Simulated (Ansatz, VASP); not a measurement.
# One calculation of TlH3, two programs

The input INCAR:

```
SYSTEM = TlH3
  ALGO = Normal
  EDIFF = 1E-6
  ENCUT = 520
  GGA = PE
  ISIF = 2
  ISMEAR = 0
  LASPH = .True.
  LCHARG = .True.
  LELF = .True.
  LREAL = .False.
  LVHAR = .True.
  LWAVE = .False.
  NBANDS = 26
  NELM = 100
  PREC = Accurate
  SIGMA = 0.01
```

The input KPOINTS:

```
k-points
0
Gamma
  1 1 1
  0 0 0
```

Contents of POSCAR:

```
TlH3
1.0
   11.5900000000      0.0000000000      0.0000000000
    0.0000000000     12.2700000000      0.0000000000
    0.0000000000      0.0000000000     13.1800000000
Tl H
2 6
Direct
    0.4998990500      0.5001915200      0.6198308000
    0.4998990500      0.5001915200      0.3800690400
    0.6115314900      0.5001915200      0.4999499200
    0.3882657500      0.5001915200      0.4999499200
    0.4998990500      0.6336348800      0.6584742000
    0.4998990500      0.3667481700      0.6584742000
    0.4998990500      0.6336348800      0.3414264000
    0.4998990500      0.3667481700      0.3414264000
```

Input for Ansatz:

```yaml
crystal:
  lattice:
    - [11.59, 0.0, 0.0]
    - [0.0, 12.27, 0.0]
    - [0.0, 0.0, 13.18]
  atoms:
    - { symbol: Tl, position: [0.49989905, 0.50019152, 0.6198308] }
    - { symbol: Tl, position: [0.49989905, 0.50019152, 0.38006904] }
    - { symbol: H, position: [0.61153149, 0.50019152, 0.49994992] }
    - { symbol: H, position: [0.38826575, 0.50019152, 0.49994992] }
    - { symbol: H, position: [0.49989905, 0.63363488, 0.6584742] }
    - { symbol: H, position: [0.49989905, 0.36674817, 0.6584742] }
    - { symbol: H, position: [0.49989905, 0.63363488, 0.3414264] }
    - { symbol: H, position: [0.49989905, 0.36674817, 0.3414264] }
basis:
  ecutwfc: 420
  ecutrho_ratio: 4
kpoints:
  mp_grid: { grid: [1, 1, 1] }
hamiltonian:
  xc: pbe
scf:
  occupations: { method: gaussian, width: 0.01 }
output:
  forces: true
  eigenvalues: true
  populations: true
```

Alike in both runs: task single point; functional PBE; k mesh 1 × 1 × 1; occupations gaussian, width 0.01 eV; no spin polarisation.

```csv
,VASP,Ansatz
version,VASP 6.6.1,Ansatz 0.2.0
potentials or method,"VASP PAW PBE potentials, release 64 (Tl_d, H), cutoff 520 eV","scalar-relativistic, plane waves, PAW"
valence electrons in the cell,32,32
```

```csv
,VASP,Ansatz,Ansatz less VASP
gap on the k mesh at the Fermi level (eV),4.74,4.75,+0.001
rms of the force components (eV/Å),0.038,0.037,-0.0018
```

Atom by atom the forces differ by 0.012 eV/Å (rms over components). Ansatz's warnings: structure snapped to symmetry.

Spin-orbit coupling is off throughout.
